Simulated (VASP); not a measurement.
Here is a VASP 6.6.1 calculation.

File INCAR:

```
PREC = Accurate
ENCUT = 500
EDIFF = 1E-6
ISMEAR = 0
SIGMA = 0.2
LREAL = F
LASPH = T
NELM = 120
ALGO = Normal
ISIF = 2
LWAVE = F
LCHARG = T
GGA = PE
LELF = T
LVHAR = T
NBANDS = 42
GGA_COMPAT = F
```

Contents of KPOINTS:

```
Automatic mesh
0
Gamma
  4 4 4
```

File POSCAR:

```
Zr2Si4GePd
1.0
   -3.7927371436      3.7927371436      2.6766546183
    3.7927371436     -3.7927371436      2.6766546183
    3.7927371436      3.7927371436     -2.6766546183
Zr Si Ge Pd
2 4 1 1
Direct
    0.5000000000      0.0000000000      0.5000000000
    0.0000000000      0.5000000000      0.5000000000
    0.7680069831      0.7680069831      0.5360139662
    0.2319930169      0.2319930169      0.4639860338
    0.7680069831      0.2319930169      0.0000000000
    0.2319930169      0.7680069831      0.0000000000
    0.5000000000      0.5000000000      0.0000000000
    0.0000000000      0.0000000000      0.0000000000
```

Potentials or basis: VASP PAW PBE potentials, release 64 (Zr_sv, Si, Ge_d, Pd).

Command:

```sh
$ cat potpaw_PBE.64/Zr_sv/POTCAR potpaw_PBE.64/Si/POTCAR potpaw_PBE.64/Ge_d/POTCAR potpaw_PBE.64/Pd/POTCAR > POTCAR
$ mpirun -np 1 vasp_std > vasp.out
```

Problem. What does it give for the pressure?

Solution. 0.3 GPa.

Problem. Estimate the band gap on the k mesh.

Solution. Zero (bands 32 and 33 overlap by 1.05 eV).

Stress tensor (GPa, compression positive):
```
0.40 0.00 0.00
0.00 0.40 0.00
0.00 0.00 0.13
```
